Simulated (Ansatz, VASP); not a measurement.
**Two plane-wave programs on Si2B3**

Contents of INCAR:

```
SYSTEM = Si2B3
ALGO = Normal ; EDIFF = 1E-7
EDIFFG = -0.08 ; ENCUT = 500
GGA = PE ; GGA_COMPAT = .False.
IBRION = 2 ; ISIF = 3
ISMEAR = 0 ; LASPH = .True.
LCHARG = .False. ; LREAL = .False.
LWAVE = .False. ; NELM = 120
NELMIN = 4 ; NSW = 36
PREC = Accurate ; SIGMA = 0.2
```

KPOINTS

```
k-points
0
Gamma
  4 4 4
  0 0 0
```

Contents of POSCAR:

```
Si2B3
1.0
    3.7172927700      0.0000000000      0.0000000000
    0.0000000000      3.7172927700      0.0000000000
    0.0000000000      0.0000000000      3.7172927700
Si B
2 3
Direct
    0.5000000000      0.5000000000      0.5000000000
    0.0000000000      0.0000000000      0.0000000000
    0.5000000000      0.0000000000      0.0000000000
    0.0000000000      0.5000000000      0.0000000000
    0.0000000000      0.0000000000      0.5000000000
```

Input for Ansatz:

```yaml
crystal:
  lattice:
    - [3.71729277, 0.0, 0.0]
    - [0.0, 3.71729277, 0.0]
    - [0.0, 0.0, 3.71729277]
  atoms:
    - { symbol: Si, position: [0.5, 0.5, 0.5] }
    - { symbol: Si, position: [0.0, 0.0, 0.0] }
    - { symbol: B, position: [0.5, 0.0, 0.0] }
    - { symbol: B, position: [0.0, 0.5, 0.0] }
    - { symbol: B, position: [0.0, 0.0, 0.5] }
basis:
  ecutwfc: 420
kpoints:
  mp_grid: { grid: [4, 4, 4] }
hamiltonian:
  xc: pbe
scf:
  occupations: { method: gaussian, width: 0.2 }
  lower_state_search: "off"
output:
  forces: true
  stress: true
  eigenvalues: true
relax:
  adjacent_minimum: "off"
  f_tol: 0.08
  max_steps: 16
  cell: { stress_tol: 0.8 }
```

Alike in both runs: task relaxation of cell and atoms; functional PBE; k mesh 4 × 4 × 4; occupations gaussian, width 0.2 eV; no spin polarisation.

```csv
,VASP,Ansatz
version,VASP 6.6.1,Ansatz 0.2.0
potentials or method,"VASP PAW PBE potentials, release 64 (Si, B), cutoff 500 eV","scalar-relativistic, plane waves, PAW"
valence electrons in the cell,17,17
```

Ansatz gave:

| Item | Value |
| --- | --- |
| gap on the k mesh at the Fermi level, each at its own relaxed structure (eV) | none |
| relaxed volume (Å³/atom) | 12.74 |
| relaxed cell length with the largest relative difference (Å) | 3.994 |

Q: What did VASP give for the same quantities?

A: gap on the k mesh at the Fermi level, each at its own relaxed structure (eV): none; relaxed volume (Å³/atom): 12.72; relaxed cell length with the largest relative difference (Å): 3.992.

A gap of «none» marks a metal or a gap that the smearing closes.

The k mesh is coarse, so the values compare programs but aren't converged. Noted on VASP's run: the volume moved by over 15 % at a fixed basis, so the end points are rough.
